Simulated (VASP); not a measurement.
# LiCl in VASP: further runs

The runs below take LiCl through single point, relaxation of cell and atoms, with PBE.

Everything below comes from runs of VASP 6.6.1. Logs are shortened: lines on timing, memory, paths and dates and some standing lists are left out, and cuts for length are marked.

### Step 1. The cell of the first run

The structure is orthorhombic, space group Cmme (No. 67). The conventional cell has a = 6.870 Å, b = 9.517 Å, c = 3.443 Å, α = 90.00°, β = 90.00°, γ = 90.00°. Within 3.2 Å of Li (site symmetry 2/m) lie 4 Cl at 2.42 to 2.44 Å. Within 3.2 Å of Cl (site symmetry mm2) lie 4 Li at 2.42 to 2.44 Å.

### Step 2. Single point, PBE (atoms taken out)

INCAR

```
PREC = Accurate
ENCUT = 520
EDIFF = 1E-6
ISMEAR = 0
SIGMA = 0.1
LREAL = F
LASPH = T
NELM = 80
ALGO = Normal
ISIF = 2
LWAVE = F
LCHARG = F
GGA = PE
NBANDS = 18
```

KPOINTS

```
regular mesh
0
Gamma
  4 4 4
```

POSCAR

```
LiCl
1.0
    4.7583349766     -3.4347669540      0.0000000000
    4.7583349766      3.4347669540      0.0000000000
    0.0000000000      0.0000000000      3.4434032891
Li Cl
2 2
Direct
    0.5000000000      0.5000000000      0.0000000000
    0.0000000000      0.0000000000      0.0000000000
    0.7500000000      0.2500000000      0.4970105190
    0.2500000000      0.7500000000      0.5029894810
```

Potentials or basis: VASP PAW PBE potentials, release 64 (Li_sv, Cl).

Started as:

```
> cat potpaw_PBE.64/Li_sv/POTCAR potpaw_PBE.64/Cl/POTCAR > POTCAR
> mpirun -np 1 vasp_std > vasp.out
```

OUTCAR:

```text
PREC = Accurate
   ENCUT = 520
   EDIFF = 1E-6
   ISMEAR = 0
   LREAL = F
   LASPH = T
   NELM = 80
   ISIF = 2
   GGA = PE

 ion  position               nearest neighbor table
   1  0.500  0.500  0.000-   3 2.42   4 2.42   4 2.44   3 2.44
   2  0.000  0.000  0.000-   3 2.42   4 2.42   4 2.44   3 2.44
   3  0.750  0.250  0.497-   1 2.42   2 2.42   1 2.44   2 2.44
   4  0.250  0.750  0.503-   1 2.42   2 2.42   1 2.44   2 2.44

  LATTYP: Found a base centered orthorhombic cell.
 ALAT       =     6.8695339080
 B/A-ratio  =     1.3853443451
 C/A-ratio  =     0.5012571938

  Lattice vectors:

 A1 = (  -4.7583349766,  -3.4347669540,   0.0000000000)
 A2 = (   4.7583349766,  -3.4347669540,   0.0000000000)
 A3 = (   0.0000000000,   0.0000000000,   3.4434032891)

Analysis of symmetry for initial positions (statically):
=====================================================================
 Subroutine PRICEL returns:
 Original cell was already a primitive cell.

 Routine SETGRP: Setting up the symmetry group for a
 base centered orthorhombic supercell.

 Subroutine GETGRP returns: Found  8 space group operations
 (whereof  4 operations were pure point group operations)
 out of a pool of  8 trial point group operations.

The static configuration has the point symmetry C_2h.
 The point group associated with its full space group is D_2h.

Analysis of symmetry for dynamics (positions and initial velocities):
=====================================================================
 Subroutine PRICEL returns:
 Original cell was already a primitive cell.

 Routine SETGRP: Setting up the symmetry group for a
 base centered orthorhombic supercell.

 Subroutine GETGRP returns: Found  8 space group operations
 (whereof  4 operations were pure point group operations)
 out of a pool of  8 trial point group operations.

The dynamic configuration has the point symmetry C_2h.
 The point group associated with its full space group is D_2h.

 Subroutine INISYM returns: Found  8 space group operations
 (whereof  4 operations are pure point group operations),
 and found     1 'primitive' translations

----------------------------------------------------------------------------------------

[... 89 lines left out ...]
   LASPH  =      T    aspherical Exc in radial PAW
   ENCUT  =  520.0 eV  38.22 Ry    6.18 a.u.  10.91 10.91  6.40*2*pi/ulx,y,z
   NELM   =     80;   NELMIN=  2; NELMDL= -5     # of ELM steps
   EDIFF  = 0.1E-05   stopping-criterion for ELM
   LREAL  =      F    real-space projection
   EDIFFG = 0.1E-04   stopping-criterion for IOM
   NSW    =      0    number of steps for IOM
   IBRION =     -1    ionic relax: 0-MD 1-quasi-New 2-CG
   NFREE  =      0    steps in history (QN), initial steepest desc. (CG)
   ISIF   =      2    stress and relaxation
   ISYM   =      2    0-nonsym 1-usesym 2-fastsym
   POTIM  = 0.5000    time-step for ionic-motion
   TEBEG  =    0.0;   TEEND  =   0.0 temperature during run
   PSTRESS=    0.0 pullay stress
   NELECT =      20.0000    total number of electrons
   NUPDOWN=      -1.0000    fix difference up-down
   EMIN   =  10.00;   EMAX   =-10.00  energy-range for DOS
   EFERMI =   0.00;   METHOD = LEGACY
   ISMEAR =     0;   SIGMA  =   0.10  broadening in eV -4-tet -1-fermi 0-gaus
   EFERMI_NEDOS =   21; number of points for ismear=-14 and -15
   IALGO  =     38    algorithm
   IMIX   =      4    mixing-type and parameters
     AMIX     =   0.40;   BMIX     =  1.00
     AMIX_MAG =   1.60;   BMIX_MAG =  1.00
  volume/ion in A,a.u.               =      28.14       189.89
  Fermi-wavevector in a.u.,A,eV,Ry     =   0.920368  1.739243 11.525182  0.847077
  Thomas-Fermi vector in A             =   2.045665
   LORBIT       =      0    0 simple, 1 ext, 2 COOP (PROOUT), +10 PAW based schemes
   GGA     = PE    functional components
   LHFCALC =     F    Hartree Fock is set to
   AEXX    =    0.0000 exact exchange contribution
   IVDW    =     0    specifies the selected vdW correction
   LEPSILON=     F    determine dielectric tensor
   LRPA    =     F    only Hartree local field effects (RPA)
 non-spin polarized calculation
 Gauss-broadening in eV      SIGMA  =   0.10
  energy-cutoff  :      520.00
  volume of cell :      112.56
 maximum number of plane-waves:      3054
 NGX is ok and might be reduce to    48
   NGX = 21   NGY = 21   NGZ = 13

 number of electron      20.0000005 magnetization

 Free energy of the ion-electron system (eV)
  ---------------------------------------------------
  ext. energy  EPLUGINS =         0.00000000
  ---------------------------------------------------
  free energy    TOTEN  =       -14.34128804 eV

  energy without entropy =      -14.34128804  energy(sigma->0) =      -14.34128804

 E-fermi :  -1.6102     XC(G=0):  -6.2589

 val. band max:       -2.1843780493   @ k =   0.5000   0.5000   0.5000
 cond. band min:       2.6711180102   @ k =   0.0000   0.0000   0.0000
 fundamental gap:      4.8554960595
 Fermi energy:        -1.6102286629

 k-point     1 :       0.0000    0.0000    0.0000
  band No.  band energies     occupation
      1     -46.0266      2.00000
      2     -46.0246      2.00000
      3     -15.2472      2.00000
      4     -14.9504      2.00000
      5      -4.6141      2.00000
      6      -3.2875      2.00000
[... 418 lines left out ...]
      5      -4.6149      2.00000
      6      -4.6120      2.00000
[... 10 lines left out ...]
     17       8.8338      0.00000
     18       8.8389      0.00000

------------------------ aborting loop because EDIFF is reached ----------------------------------------

  FORCE on cell =-STRESS in cart. coord.  units (eV):
  Direction    XX          YY          ZZ          XY          YZ          ZX
  --------------------------------------------------------------------------------------
  -------------------------------------------------------------------------------------
  Total        0.0629656     -0.0960616     -0.1278562      0.0000000      0.0000000      0.0000000
  in kB        0.8962804     -1.3673831     -1.8199613      0.0000000      0.0000000      0.0000000
  external PRESSURE =      -0.7636880 kB  Pullay stress =       0.0000000 kB

 VOLUME and BASIS-vectors are now :
 -----------------------------------------------------------------------------
  energy-cutoff  :      520.00
  volume of cell :      112.56
      direct lattice vectors                 reciprocal lattice vectors
     4.758334977 -3.434766954  0.000000000     0.105078773 -0.145570284  0.000000000
     4.758334977  3.434766954  0.000000000     0.105078773  0.145570284  0.000000000
     0.000000000  0.000000000  3.443403289     0.000000000  0.000000000  0.290410363

 POSITION                                       TOTAL-FORCE (eV/Angst)
 -----------------------------------------------------------------------------------
      4.75833      0.00000      0.00000        -0.000000     -0.000000      0.000000
      0.00000      0.00000      0.00000        -0.000000     -0.000000      0.000000
      4.75833     -1.71738      1.71141         0.000000      0.000000      0.012102
      4.75833      1.71738      1.73200         0.000000      0.000000     -0.012102
 -----------------------------------------------------------------------------------
    total drift:                               -0.000000     -0.000000      0.000000

  FREE ENERGIE OF THE ION-ELECTRON SYSTEM (eV)
  ---------------------------------------------------
  free  energy   TOTEN  =       -14.3412880350 eV

  energy  without entropy=      -14.3412880350  energy(sigma->0) =      -14.34128804
```

OSZICAR:

```text
N       E                     dE             d eps       ncg     rms          rms(c)
DAV:   1     0.131694794052E+03    0.13169E+03   -0.74435E+03   756   0.986E+02
DAV:   2     0.182400685726E+01   -0.12987E+03   -0.12292E+03   956   0.208E+02
DAV:   3    -0.142767972935E+02   -0.16101E+02   -0.16044E+02  1270   0.691E+01
DAV:   4    -0.148586101378E+02   -0.58181E+00   -0.57956E+00  1160   0.139E+01
DAV:   5    -0.149008597029E+02   -0.42250E-01   -0.42241E-01  1186   0.269E+00    0.354E+00
DAV:   6    -0.143872645521E+02    0.51360E+00   -0.75036E-01   990   0.379E+00    0.263E+00
DAV:   7    -0.143093414643E+02    0.77923E-01   -0.30030E-01  1118   0.230E+00    0.164E+00
DAV:   8    -0.143342148909E+02   -0.24873E-01   -0.51819E-02   850   0.133E+00    0.431E-01
DAV:   9    -0.143365357555E+02   -0.23209E-02   -0.42786E-03  1114   0.335E-01    0.184E-01
DAV:  10    -0.143411734270E+02   -0.46377E-02   -0.37370E-03   796   0.356E-01    0.245E-02
DAV:  11    -0.143412430308E+02   -0.69604E-04   -0.73571E-05  1196   0.548E-02    0.184E-02
DAV:  12    -0.143412868330E+02   -0.43802E-04   -0.29415E-05   814   0.436E-02    0.194E-03
DAV:  13    -0.143412881525E+02   -0.13195E-05   -0.13021E-06  1042   0.933E-03    0.258E-03
DAV:  14    -0.143412880350E+02    0.11747E-06   -0.29681E-07   690   0.458E-03
   1 F= -.14341288E+02 E0= -.14341288E+02  d E =-.116695E-16
```

stdout:

```text
POSCAR found type information on POSCAR LiCl
 POSCAR found :  2 types and       4 ions
 scaLAPACK will be used
 LDA part: xc-table for (Slater+PW92), standard interpolation
 POSCAR, INCAR and KPOINTS ok, starting setup
 FFT: planning ... GRIDC
 FFT: planning ... GRID_SOFT
 FFT: planning ... GRID
 WAVECAR not read
 entering main loop
```

Wall time 82 s (1 thread of Oxide Virtual Turin-like, shared host); peak memory 0.2 GiB.

Results:

| Property | Result |
| --- | --- |
| Free energy | -14.3413 eV |
| Largest force | 0.012 eV/Å |
| Band gap on the k mesh | 4.86 eV |

Forces in eV/Å, atoms in the order of the input:
```
Li   0.000  0.000  0.000
Li   0.000  0.000  0.000
Cl   0.000  0.000  0.012
Cl   0.000  0.000 -0.012
```

Levels at points of the mesh, in eV from the valence-band top:
```csv
k point,band 7,band 8,band 9,band 10,band 11,band 12,band 13,band 14
"(0.00, 0.00, 0.00)",-0.85,-0.47,-0.45,-0.02,4.86,5.97,8.34,9.64
"(0.50, 0.00, 0.00)",-1.05,-1.05,-0.25,-0.25,6.23,6.23,8.36,8.36
"(0.50, 0.50, 0.00)",-0.58,-0.46,-0.43,-0.03,6.87,7.46,7.50,7.96
"(0.00, 0.00, 0.50)",-2.39,-0.59,-0.41,-0.01,7.48,7.95,8.29,8.52
"(0.50, 0.00, 0.50)",-1.37,-1.37,-0.53,-0.53,7.23,7.23,8.88,8.88
"(0.50, 0.50, 0.50)",-2.42,-0.86,-0.22,0.00,5.95,7.54,8.36,10.31
```

Caveat: the k points lie up to 0.46 Å⁻¹ apart; the cell differs from its parent crystal (atoms taken out); the cutoff is under 1.25 times the usual one of these potentials, so pressure, stress and relaxed cells hold a basis-set (Pulay) error. A k mesh can miss the band edges.

### Step 3. Relaxation of cell and atoms, PBE (atoms taken out)

INCAR

```
ALGO     = Normal         # electronic algorithm
EDIFF    = 1E-6           # SCF threshold, eV
EDIFFG   = -0.04          # ionic threshold
ENCUT    = 600            # plane-wave cutoff, eV
GGA      = PE             # functional
IBRION   = 2              # ionic algorithm
ISIF     = 3              # what is computed and relaxed
ISMEAR   = 0              # smearing method
LASPH    = T              # aspherical terms in the spheres
LCHARG   = F              # write CHGCAR
LREAL    = F              # projectors in reciprocal space
LWAVE    = F              # write WAVECAR
NELM     = 60             # most SCF steps
NSW      = 90             # ionic steps
PREC     = Accurate       # precision mode
SIGMA    = 0.1            # smearing width, eV
```

KPOINTS

```
k-points
0
Gamma
  6 6 4
```

POSCAR

```
LiCl
1.0
    3.4390851215      0.0000000000      0.0000000000
    0.0000000000      3.4390851215      0.0000000000
    0.0000000000      0.0000000000      4.7583349766
Li Cl
1 1
Direct
    0.0000000000      0.0000000000      0.0000000000
    0.5000000000      0.5000000000      0.0000000000
```

Potentials or basis: VASP PAW PBE potentials, release 64 (Li_sv, Cl).

Started as:

```
> cat potpaw_PBE.64/Li_sv/POTCAR potpaw_PBE.64/Cl/POTCAR > POTCAR
> mpirun -np 1 vasp_std > vasp.out
```

Run time: 31 s. Hardware: 1 thread of Oxide Virtual Turin-like, shared host; peak memory 0.14 GiB.

It converged, with:

```
Free energy             : -7.1733 eV
Pressure after relaxing : -0.1 GPa
Band gap on the k mesh  : 4.87 eV (least direct gap 5.32 eV)
```

Stress tensor (GPa, compression positive):
```
-0.19  0.00  0.00
 0.00 -0.19  0.00
 0.00  0.00  0.09
```

Final structure:
```cif
data_structure
_symmetry_space_group_name_H-M 'P 1'
_symmetry_Int_Tables_number 1
_cell_length_a 3.4391
_cell_length_b 3.4391
_cell_length_c 4.7583
_cell_angle_alpha 90.000
_cell_angle_beta 90.000
_cell_angle_gamma 90.000
_cell_volume 56.28
loop_
_atom_site_label
_atom_site_type_symbol
_atom_site_fract_x
_atom_site_fract_y
_atom_site_fract_z
_atom_site_occupancy
Li1 Li 0.00000 0.00000 0.00000 1
Cl1 Cl 0.50000 0.50000 0.00000 1
```

Levels at points of the mesh, in eV from the valence-band top:
```
           k point  band 3  band 4  band 5  band 6  band 7  band 8
(0.00, 0.00, 0.00)   -1.09   -0.45   -0.45    4.87    9.66    9.67
(0.50, 0.00, 0.00)   -2.48   -0.58   -0.01    7.48    7.96    8.54
(0.50, 0.50, 0.00)   -2.42   -2.42   -0.21    7.55   11.02   11.02
(0.00, 0.00, 0.50)   -1.53   -0.43   -0.43    6.88    7.51    9.84
(0.50, 0.00, 0.50)   -2.42   -0.85    0.00    5.97    8.36   10.30
(0.50, 0.50, 0.50)   -2.38   -2.38   -0.40    8.30    9.09    9.09
```

Caveat: the cell differs from its parent crystal (atoms taken out); the cutoff is under 1.25 times the usual one of these potentials, so pressure, stress and relaxed cells hold a basis-set (Pulay) error. A k mesh can miss the band edges.

### Step 4. Relaxation of cell and atoms, PBE (atoms taken out)

INCAR

```
PREC = Accurate
ENCUT = 600
EDIFF = 1E-6
ISMEAR = 0
SIGMA = 0.02
LREAL = False
LASPH = True
NELM = 60
ALGO = Normal
ISIF = 3
LWAVE = False
LCHARG = False
GGA = PE
IBRION = 2
NSW = 100
EDIFFG = -0.01
```

KPOINTS

```
regular mesh
0
Gamma
  8 8 6
```

POSCAR is that of step 3.

Started as:

```
> cat potpaw_PBE.64/Li_sv/POTCAR potpaw_PBE.64/Cl/POTCAR > POTCAR
> mpirun -np 1 vasp_std > vasp.out
```

Run time: 6.6 min. Hardware: 1 thread of Oxide Virtual Turin-like, shared host; peak memory 0.16 GiB.

The run converged. Its results:

```yaml
Free_energy: -7.1742 eV
Relaxed_volume: 28.61 Å³/atom
Relaxed_cell: a = 3.428 Å, b = 3.428 Å, c = 4.868 Å, α = 90.00°, β = 90.00°, γ = 90.00°
Space_group_after_relaxing_to_0.1_Å: P4/mmm (No. 123)
Energy_gained_by_relaxing: 0.4 meV/atom
Ionic_steps: 16
Pressure_after_relaxing: 0.0 GPa
Band_gap_on_the_k_mesh: 4.86 eV (least direct gap 5.31 eV)
```

The path:
| step | energy change (eV) | largest force (eV/Å) | pressure (GPa) | volume (Å³) |
| --- | --- | --- | --- | --- |
| 1 | 0.0000 | 0.0000 | -0.10 | 56.28 |
| 2 | -0.0002 | 0.0000 | -0.01 | 56.14 |
| 3 | -0.0002 | 0.0000 | 0.02 | 56.05 |
| 4 | -0.0001 | 0.0000 | 0.16 | 55.88 |
| 5 | -0.0002 | 0.0000 | 0.05 | 56.03 |
| 6 | -0.0002 | 0.0000 | 0.05 | 56.04 |
| 7 | -0.0002 | 0.0000 | 0.06 | 56.05 |
| 8 | -0.0002 | 0.0000 | 0.02 | 56.15 |
| 9 | -0.0003 | 0.0000 | -0.01 | 56.27 |
| 10 | -0.0002 | 0.0000 | -0.07 | 56.51 |
| 11 | -0.0003 | 0.0000 | -0.05 | 56.35 |
| 12 | -0.0003 | 0.0000 | -0.02 | 56.30 |
| 13 | -0.0003 | 0.0000 | -0.01 | 56.34 |
| 14 | -0.0004 | 0.0000 | -0.01 | 56.46 |
| 15 | -0.0005 | 0.0000 | 0.01 | 56.71 |
| 16 | -0.0007 | 0.0000 | 0.04 | 57.21 |

Final structure:
```xyz
2
Lattice="3.4281 0.0000 0.0000 0.0000 3.4281 0.0000 0.0000 0.0000 4.8683" Properties=species:S:1:pos:R:3 pbc="T T T"
Li    0.0000    0.0000    0.0000
Cl    1.7140    1.7140    0.0000
```

Levels at points of the mesh, in eV from the valence-band top:
```tsv
k point	band 1	band 2	band 3	band 4	band 5	band 6	band 7	band 8	band 9
(0.00, 0.00, 0.00)	-43.81	-13.08	-1.15	-0.45	-0.45	4.86	9.63	9.68	10.09
(0.50, 0.00, 0.00)	-43.81	-12.79	-2.51	-0.61	-0.01	7.51	7.83	8.53	9.64
(0.50, 0.50, 0.00)	-43.81	-12.41	-2.45	-2.45	-0.24	7.60	10.90	10.90	10.94
(0.00, 0.00, 0.50)	-43.81	-13.06	-1.53	-0.44	-0.44	6.81	7.45	9.82	12.73
(0.50, 0.00, 0.50)	-43.81	-12.78	-2.46	-0.84	0.00	6.01	8.36	10.31	10.31
(0.50, 0.50, 0.50)	-43.81	-12.40	-2.42	-2.42	-0.40	8.27	9.14	9.14	9.16
```

Caveat: the cell differs from its parent crystal (atoms taken out); the cutoff is under 1.25 times the usual one of these potentials, so pressure, stress and relaxed cells hold a basis-set (Pulay) error.

### Step 5. Summary

```tsv
task	cell	k mesh	cutoff (eV)	smearing	gap on the mesh (eV)	pressure (GPa)	relaxed volume (Å³/atom)
single point	a = 5.869, b = 5.869, c = 3.443 Å, angles 90.0, 90.0, 71.6°, 4 atoms, atomic positions A	4 × 4 × 4	520	gaussian 0.1 eV	4.86	-	-
relaxation of cell and atoms	relaxed from a = 3.439, b = 3.439, c = 4.758 Å, 2 atoms, atomic positions B	6 × 6 × 4	600	gaussian 0.1 eV	4.87	-0.1	28.14
relaxation of cell and atoms	relaxed from a = 3.439, b = 3.439, c = 4.758 Å, 2 atoms, atomic positions B	8 × 8 × 6	600	gaussian 0.02 eV	4.86	0.0	28.61
```

Alike in all rows: level PBE; potentials or basis VASP PAW PBE potentials, release 64 (Li_sv, Cl); no spin polarisation.

Caveats: some runs use coarse meshes; the cutoff is under 1.25 times the usual one of these potentials, so pressure, stress and relaxed cells hold a basis-set (Pulay) error.

Absolute energies hang on the potentials; compare differences alone.
